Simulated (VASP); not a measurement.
Here is a VASP 6.6.1 calculation.

Contents of INCAR:

```
  ALGO = Normal
  EDIFF = 1E-6
  ENCUT = 520
  GGA = PE
  ISIF = 2
  ISMEAR = 0
  LASPH = T
  LCHARG = F
  LREAL = F
  LWAVE = F
  NBANDS = 37
  NELM = 100
  PREC = Accurate
  SIGMA = 0.1
```

The input KPOINTS:

```
k-points
0
Gamma
  4 4 4
```

File POSCAR:

```
Na4TaN3
1.0
    4.9783828100      0.0000000000      0.0000000000
    0.0000000000      4.9783828100      0.0000000000
    0.0000000000      0.0000000000      4.9783828100
Na Ta N
4 1 3
Direct
    0.0000000000      0.0000000000      0.0000000000
    0.5000000000      0.5000000000      0.0000000000
    0.5000000000      0.0000000000      0.5000000000
    0.0000000000      0.5000000000      0.5000000000
    0.5000000000      0.5000000000      0.5000000000
    0.0000000000      0.0000000000      0.5000000000
    0.0000000000      0.5000000000      0.0000000000
    0.5000000000      0.0000000000      0.0000000000
```

Potentials or basis: VASP PAW PBE potentials, release 64 (Na_pv, Ta_pv, N).

Run with:

```sh
$ cat potpaw_PBE.64/Na_pv/POTCAR potpaw_PBE.64/Ta_pv/POTCAR potpaw_PBE.64/N/POTCAR > POTCAR
$ mpirun -np 1 vasp_std > vasp.out
```

(1) Predict the band gap on the k mesh.

(2) Estimate the pressure.

Results:

(1) zero (band 27 reaches 1.69 eV, above the bottom of band 28 at 1.41 eV).

(2) 5.5 GPa.

Caveat: spin-orbit coupling is left out, which moves the levels of the heavy elements.
